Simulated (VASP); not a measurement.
# Si2Te4S: single point with PBE

Si2Te4S:

```
Si Te S
1.0
     3.85393    0.00000    0.00000
    -1.92697    3.33760    0.00000
     0.00000    0.00000   14.29677
Si Te S
2 4 1
Cartesian
  0.0000 0.0000 3.7550
  0.0000 0.0000 10.5417
  1.9270 1.1125 5.3132
  0.0000 2.2251 1.9137
  1.9270 1.1125 12.3831
  0.0000 2.2251 8.9836
  0.0000 0.0000 0.0000
```

```
Program             : VASP 6.6.1
Task                : single point
Functional          : PBE
Potentials or basis : VASP PAW PBE potentials, release 64 (Si, Te, S)
Cutoff              : 520 eV
k mesh              : 12 × 12 × 2
Occupations         : gaussian, width 0.1 eV
Spin                : no spin polarisation
```

| Property | Result |
| --- | --- |
| Pressure | 0.0 GPa |
| Largest force | 0.015 eV/Å |
| Band gap on the k mesh | zero (band 19 reaches 6.96 eV, above the bottom of band 20 at 6.31 eV) |

Forces on the atoms (eV/Å):
```
Si   0.000  0.000 -0.015
Si   0.000  0.000  0.015
Te   0.000  0.000  0.011
Te   0.000  0.000 -0.008
Te   0.000  0.000  0.008
Te   0.000  0.000 -0.011
S    0.000  0.000  0.000
```

Levels at points of the mesh, in eV from the Fermi level:
| k point | band 17 | band 18 | band 19 | band 20 | band 21 | band 22 |
| --- | --- | --- | --- | --- | --- | --- |
| (0.00, 0.00, 0.00) | -0.61 | -0.28 | 0.15 | 0.15 | 0.69 | 1.59 |
| (0.50, 0.00, 0.00) | -1.97 | -1.12 | -0.65 | 0.01 | 0.10 | 0.40 |
| (0.00, 0.00, 0.50) | -0.59 | -0.59 | 0.14 | 0.14 | 1.25 | 1.28 |
| (0.50, 0.00, 0.50) | -1.70 | -1.20 | -1.06 | -0.29 | 0.17 | 0.61 |

Wall time 110 s on 1 thread of Intel(R) Xeon(R) 6975P-C (Granite Rapids), on a shared host, peak memory 0.4 GiB.

Caveat: spin-orbit coupling is left out, which moves the levels of the heavy elements; this functional lacks dispersion, which binds the layers, so the pressure and a relaxed spacing across them are unreliable.
